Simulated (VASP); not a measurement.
# MgO2 (R-3m) in VASP: a series of runs

The runs below take MgO2 through relaxation of shape and atoms at fixed volume, with PBEsol.

Program: VASP 6.6.1. These are calculated values, not measurements. Logs are shortened: lines on timing, memory, paths and dates and some standing lists are left out, and cuts for length are marked.

### 1 The cell of the first run

It takes space group R-3m (No. 166, trigonal). The conventional cell has a = 3.236 Å, b = 3.236 Å, c = 10.535 Å, α = 90.00°, β = 90.00°, γ = 120.00°. Mg (site symmetry -3m) has 6 O at 2.12 Å within 2.8 Å. O (site symmetry 3m) has 1 O at 1.49 Å within 2.0 Å.

### 2 Relaxation of shape and atoms at fixed volume, PBEsol (10.62 Å³/atom)

INCAR reads:

```
SYSTEM = MgO2
PREC = Accurate
ENCUT = 600
EDIFF = 1E-6
ISMEAR = 0
SIGMA = 0.02
LREAL = .FALSE.
LASPH = .TRUE.
NELM = 80
ALGO = Normal
ISIF = 4
LWAVE = .FALSE.
LCHARG = .FALSE.
GGA = PS
IBRION = 2
NSW = 50
EDIFFG = -0.01
```

KPOINTS reads:

```
Automatic mesh
0
G
  12 12 12
  0 0 0
```

POSCAR reads:

```
MgO2
1.0
    1.6179967992      0.9341508875      3.5116403782
   -1.6179967992      0.9341508875      3.5116403782
    0.0000000000     -1.8683017751      3.5116403782
Mg O
1 2
Direct
    0.0000000000      0.0000000000      0.0000000000
    0.4291822502      0.4291822502      0.4291822502
    0.5708177498      0.5708177498      0.5708177498
```

Potentials or basis: VASP PAW PBE potentials, release 64 (Mg, O).

On the command line:

```bash
> cat potpaw_PBE.64/Mg/POTCAR potpaw_PBE.64/O/POTCAR > POTCAR
> mpirun -np 1 vasp_std > vasp.out
```

OUTCAR:

```text
SYSTEM = MgO2
   PREC = Accurate
   ENCUT = 600
   EDIFF = 1E-6
   ISMEAR = 0
   LREAL = .FALSE.
   LASPH = .TRUE.
   NELM = 80
   ISIF = 4
   GGA = PS
   IBRION = 2
   NSW = 50
   EDIFFG = -0.01

 ion  position               nearest neighbor table
   1  0.000  0.000  0.000-   3 2.12   2 2.12   3 2.12   3 2.12   2 2.12   2 2.12
   2  0.429  0.429  0.429-   3 1.49   1 2.12   1 2.12   1 2.12
   3  0.571  0.571  0.571-   2 1.49   1 2.12   1 2.12   1 2.12

  LATTYP: Found a trigonal (rhomboedric) cell.
 ALAT       =     3.9777090980
 COS(alpha) =     0.6690828506

  Lattice vectors:

 A1 = (   1.6179967992,   0.9341508875,   3.5116403782)
 A2 = (  -1.6179967992,   0.9341508875,   3.5116403782)
 A3 = (   0.0000000000,  -1.8683017751,   3.5116403782)

Analysis of symmetry for initial positions (statically):
=====================================================================
 Subroutine PRICEL returns:
 Original cell was already a primitive cell.

 Routine SETGRP: Setting up the symmetry group for a
 trigonal (rhombohedral) supercell.

 Subroutine GETGRP returns: Found 12 space group operations
 (whereof 12 operations were pure point group operations)
 out of a pool of 12 trial point group operations.

The static configuration has the point symmetry D_3d.

Analysis of symmetry for dynamics (positions and initial velocities):
=====================================================================
 Subroutine PRICEL returns:
 Original cell was already a primitive cell.

 Routine SETGRP: Setting up the symmetry group for a
 trigonal (rhombohedral) supercell.

 Subroutine GETGRP returns: Found 12 space group operations
 (whereof 12 operations were pure point group operations)
 out of a pool of 12 trial point group operations.

The dynamic configuration has the point symmetry D_3d.

 Subroutine INISYM returns: Found 12 space group operations
 (whereof 12 operations are pure point group operations),
 and found     1 'primitive' translations

----------------------------------------------------------------------------------------

                                     Primitive cell

  volume of cell :      31.8461

  direct lattice vectors                    reciprocal lattice vectors
     1.617996799  0.934150887  3.511640378     0.309024097  0.178415146  0.094922400
    -1.617996799  0.934150887  3.511640378    -0.309024097  0.178415146  0.094922400
     0.000000000 -1.868301775  3.511640378     0.000000000 -0.356830291  0.094922400

  length of vectors
     3.977709098  3.977709098  3.977709098     0.369239920  0.369239920  0.369239920

  position of ions in fractional coordinates (direct lattice)
     0.000000000  0.000000000  0.000000000
     0.429182250  0.429182250  0.429182250
     0.570817750  0.570817750  0.570817750

  ion indices of the primitive-cell ions
   primitive index   ion index
                 1           1
                 2           2
                 3           3

----------------------------------------------------------------------------------------

 KPOINTS: Automatic mesh

Automatic generation of k-mesh.
 Grid dimensions read from file:
 generate k-points for:   12   12   12

 Generating k-lattice:

  Cartesian coordinates                     Fractional coordinates (reciprocal lattice)
     0.025752008  0.014867929  0.007910200     0.083333333 -0.000000000 -0.000000000
    -0.025752008  0.014867929  0.007910200    -0.000000000  0.083333333 -0.000000000
     0.000000000 -0.029735858  0.007910200     0.000000000  0.000000000  0.083333333

  Length of vectors
     0.030769993  0.030769993  0.030769993

  Shift w.r.t. Gamma in fractional coordinates (k-lattice)
     0.000000000  0.000000000  0.000000000

 Subroutine IBZKPT returns following result:
 ===========================================

 Found    189 irreducible k-points:

 Following reciprocal coordinates:
            Coordinates               Weight
  0.000000  0.000000  0.000000      1.000000
  0.083333  0.000000 -0.000000      6.000000
  0.166667  0.000000  0.000000      6.000000
  0.250000 -0.000000 -0.000000      6.000000
  0.333333 -0.000000 -0.000000      6.000000
  0.416667 -0.000000 -0.000000      6.000000
[... 16 lines left out ...]
  0.500000  0.166667 -0.000000     12.000000
 -0.416667  0.166667  0.000000     12.000000
 [... further k-points ...]
   k-points           NKPTS =    189   k-points in BZ     NKDIM =    189   number of bands    NBANDS=     11
   number of dos      NEDOS =    301   number of ions     NIONS =      3
   total plane-waves  NPLWV =  32768
   dimension x,y,z NGX =    32 NGY =   32 NGZ =   32
   dimension x,y,z NGXF=    64 NGYF=   64 NGZF=   64
   ions per type =               1   2
   NGX,Y,Z   is equivalent  to a cutoff of  13.37, 13.37, 13.37 a.u.
   NGXF,Y,Z  is equivalent  to a cutoff of  26.75, 26.75, 26.75 a.u.
 SYSTEM =  MgO2
   PREC   = accura    normal or accurate (medium, high low for compatibility)
   ISTART =      0    job   : 0-new  1-cont  2-samecut
   ICHARG =      2    charge: 1-file 2-atom 10-const
   ISPIN  =      1    spin polarized calculation?
   LNONCOLLINEAR =      F non collinear calculations
   LSORBIT =      F    spin-orbit coupling
   LASPH  =      T    aspherical Exc in radial PAW
   ENCUT  =  600.0 eV  44.10 Ry    6.64 a.u.   7.94  7.94  7.94*2*pi/ulx,y,z
   NELM   =     80;   NELMIN=  2; NELMDL= -5     # of ELM steps
   EDIFF  = 0.1E-05   stopping-criterion for ELM
   LREAL  =      F    real-space projection
   EDIFFG = -.1E-01   stopping-criterion for IOM
   NSW    =     50    number of steps for IOM
   IBRION =      2    ionic relax: 0-MD 1-quasi-New 2-CG
   NFREE  =      1    steps in history (QN), initial steepest desc. (CG)
   ISIF   =      4    stress and relaxation
   ISYM   =      2    0-nonsym 1-usesym 2-fastsym
   POTIM  = 0.5000    time-step for ionic-motion
   TEBEG  =    0.0;   TEEND  =   0.0 temperature during run
   PSTRESS=    0.0 pullay stress
   NELECT =      14.0000    total number of electrons
   NUPDOWN=      -1.0000    fix difference up-down
   EMIN   =  10.00;   EMAX   =-10.00  energy-range for DOS
   EFERMI =   0.00;   METHOD = LEGACY
   ISMEAR =     0;   SIGMA  =   0.02  broadening in eV -4-tet -1-fermi 0-gaus
   EFERMI_NEDOS =   21; number of points for ismear=-14 and -15
   IALGO  =     38    algorithm
   IMIX   =      4    mixing-type and parameters
     AMIX     =   0.40;   BMIX     =  1.00
     AMIX_MAG =   1.60;   BMIX_MAG =  1.00
  volume/ion in A,a.u.               =      10.62        71.64
  Fermi-wavevector in a.u.,A,eV,Ry     =   1.244798  2.352327 21.082525  1.549522
  Thomas-Fermi vector in A             =   2.379049
   LORBIT       =      0    0 simple, 1 ext, 2 COOP (PROOUT), +10 PAW based schemes
   GGA     = PS    functional components
   LHFCALC =     F    Hartree Fock is set to
   AEXX    =    0.0000 exact exchange contribution
   IVDW    =     0    specifies the selected vdW correction
   LEPSILON=     F    determine dielectric tensor
   LRPA    =     F    only Hartree local field effects (RPA)
 conjugate gradient relaxation of ions
 non-spin polarized calculation
 Gauss-broadening in eV      SIGMA  =   0.02
  energy-cutoff  :      600.00
  volume of cell :       31.85
 maximum number of plane-waves:      1100
   NGX = 15   NGY = 15   NGZ = 15

--------------------------------------- Ionic step        1  -------------------------------------------

 number of electron      13.9999998 magnetization

 Free energy of the ion-electron system (eV)
  ---------------------------------------------------
  ext. energy  EPLUGINS =         0.00000000
  ---------------------------------------------------
  free energy    TOTEN  =       -17.18730800 eV

  energy without entropy =      -17.18730800  energy(sigma->0) =      -17.18730800

------------------------ aborting loop because EDIFF is reached ----------------------------------------

  FORCE on cell =-STRESS in cart. coord.  units (eV):
  Direction    XX          YY          ZZ          XY          YZ          ZX
  --------------------------------------------------------------------------------------
  -------------------------------------------------------------------------------------
  Total       -1.3864568     -1.3864568     -1.5633037      0.0000000      0.0000000      0.0000000
  in kB      -69.7526882    -69.7526882    -78.6498635      0.0000000      0.0000000      0.0000000
  external PRESSURE =     -72.7184133 kB  Pullay stress =       0.0000000 kB
[... 133 lines left out ...]
  energy  without entropy=      -17.1875379129  energy(sigma->0) =      -17.18753791

--------------------------------------- Ionic step        5  -------------------------------------------

 number of electron      13.9999998 magnetization

 Free energy of the ion-electron system (eV)
  ---------------------------------------------------
  ext. energy  EPLUGINS =         0.00000000
  ---------------------------------------------------
  free energy    TOTEN  =       -17.18762606 eV

  energy without entropy =      -17.18762606  energy(sigma->0) =      -17.18762606

 E-fermi :   2.5803     XC(G=0): -10.3335

 val. band max:        2.4575744902   @ k =   0.5000   0.5000   0.5000
 cond. band min:       4.6666080045   @ k =   0.5000   0.5000   0.5000
 fundamental gap:      2.2090335143
 Fermi energy:         2.5803022244

 k-point     1 :       0.0000    0.0000    0.0000
  band No.  band energies     occupation
      1     -18.7402      2.00000
      2     -11.9819      2.00000
      3      -5.1662      2.00000
      4      -0.8809      2.00000
      5      -0.8809      2.00000
      6       1.6659      2.00000
      7       1.6659      2.00000
      8       6.7652      0.00000
      9       7.2468      0.00000
     10      14.3000      0.00000
     11      16.1047      0.00000
[... 309 lines left out ...]
 k-point    24 :      -0.4167    0.1667    0.0000
  band No.  band energies     occupation
      1     -18.2310      2.00000
      2     -12.3312      2.00000
      3      -4.1728      2.00000
      4      -3.1916      2.00000
      5      -1.5944      2.00000
      6       1.0263      2.00000
      7       1.3386      2.00000
      8       6.5575      0.00000
      9      11.4331      0.00000
     10      12.3463      0.00000
     11      14.7039      0.00000

 [... further k-points ...]

------------------------ aborting loop because EDIFF is reached ----------------------------------------

  FORCE on cell =-STRESS in cart. coord.  units (eV):
  Direction    XX          YY          ZZ          XY          YZ          ZX
  --------------------------------------------------------------------------------------
  -------------------------------------------------------------------------------------
  Total       -1.4258774     -1.4258774     -1.4244707      0.0000000      0.0000000     -0.0000000
  in kB      -71.7359403    -71.7359403    -71.6651668      0.0000000      0.0000000     -0.0000000
  external PRESSURE =     -71.7123491 kB  Pullay stress =       0.0000000 kB
[... 18 lines left out ...]
  FREE ENERGIE OF THE ION-ELECTRON SYSTEM (eV)
  ---------------------------------------------------
  free  energy   TOTEN  =       -17.1876260567 eV

  energy  without entropy=      -17.1876260567  energy(sigma->0) =      -17.18762606

 reached required accuracy - stopping structural energy minimisation
```

Run time: 1.7 min. Hardware: 1 thread of AMD EPYC 9R45 (Zen 5), shared host; peak memory 0.21 GiB.

Results:

| Property | Result |
| --- | --- |
| Free energy | -17.1876 eV |
| Energy gained by relaxing | 0.1 meV/atom |
| Ionic steps | 5 |
| Pressure after relaxing | -7.2 GPa |
| Band gap on the k mesh | 2.21 eV |

The path:
```tsv
step	energy change (eV)	largest force (eV/Å)	pressure (GPa)	volume (Å³)
1	0.0000	0.0244	-7.27	31.85
2	-0.0003	0.0302	-7.19	31.85
3	-0.0003	0.0330	-7.14	31.85
4	-0.0002	0.0645	-7.25	31.85
5	-0.0003	0.0006	-7.17	31.85
```

Final structure:
```
CELL_PARAMETERS angstrom
1.62036 0.93551 3.50142
-1.62036 0.93551 3.50142
0.00000 -1.87103 3.50142
ATOMIC_POSITIONS crystal
Mg 0.00000 0.00000 0.00000
O 0.42894 0.42894 0.42894
O 0.57106 0.57106 0.57106
```

Caveat: the PAW data sets were made with another functional, which shifts forces and pressure a little.

### 3 Relaxation of shape and atoms at fixed volume, PBEsol (11.02 Å³/atom)

This run uses another cell than the first one, of 11.02 Å³/atom.

INCAR, as its differences from that of step 2:

```diff
@@ -8,3 +8,3 @@
 LASPH = .TRUE.
-NELM = 80
+NELM = 100
 ALGO = Normal
```

KPOINTS is that of step 2.

POSCAR reads:

```
MgO2
1.0
    1.6410679954      0.9474710489      3.5424115773
   -1.6410679954      0.9474710489      3.5424115773
    0.0000000000     -1.8949420978      3.5424115773
Mg O
1 2
Direct
    0.0000000000      0.0000000000      0.0000000000
    0.4292456653      0.4292456653      0.4292456653
    0.5707543347      0.5707543347      0.5707543347
```

Potentials or basis: VASP PAW PBE potentials, release 64 (Mg, O).

On the command line:

```bash
> cat potpaw_PBE.64/Mg/POTCAR potpaw_PBE.64/O/POTCAR > POTCAR
> mpirun -np 1 vasp_std > vasp.out
```

Wall time 1.8 min (1 thread of AMD EPYC 9R45 (Zen 5), shared host); peak memory 0.22 GiB.

The run converged. Its results:

* Free energy: -17.1234 eV
* Energy gained by relaxing: 0.2 meV/atom
* Ionic steps: 5
* Pressure after relaxing: -10.6 GPa
* Band gap on the k mesh: 2.10 eV

The path:
| step | energy change (eV) | largest force (eV/Å) | pressure (GPa) | volume (Å³) |
| --- | --- | --- | --- | --- |
| 1 | 0.0000 | 0.0302 | -10.74 | 33.05 |
| 2 | -0.0001 | 0.1397 | -10.42 | 33.05 |
| 3 | -0.0003 | 0.0607 | -10.58 | 33.05 |
| 4 | -0.0005 | 0.0102 | -10.58 | 33.05 |
| 5 | -0.0005 | 0.0017 | -10.57 | 33.05 |

Final structure:
```xyz
3
Lattice="1.6441 0.9492 3.5292 -1.6441 0.9492 3.5292 0.0000 -1.8985 3.5292" Properties=species:S:1:pos:R:3 pbc="T T T"
Mg    0.0000    0.0000    0.0000
O     0.0000    0.0000    4.5428
O     0.0000    0.0000    6.0448
```

Levels at points of the mesh, in eV from the valence-band top:
```csv
k point,band 3,band 4,band 5,band 6,band 7,band 8,band 9,band 10,band 11
"(0.00, 0.00, 0.00)",-7.42,-3.27,-3.27,-0.75,-0.75,4.10,4.70,11.58,13.38
"(0.50, 0.00, 0.00)",-6.47,-5.81,-3.56,-1.20,-1.01,4.05,8.14,9.42,12.02
"(0.50, 0.50, 0.00)",-5.86,-5.15,-4.23,-2.04,-0.09,3.38,7.41,10.37,11.62
"(0.50, 0.50, 0.50)",-4.86,-3.75,-3.75,0.00,0.00,2.10,4.66,8.76,13.45
```

Caveat: the PAW data sets were made with another functional, which shifts forces and pressure a little. A k mesh can miss the band edges.
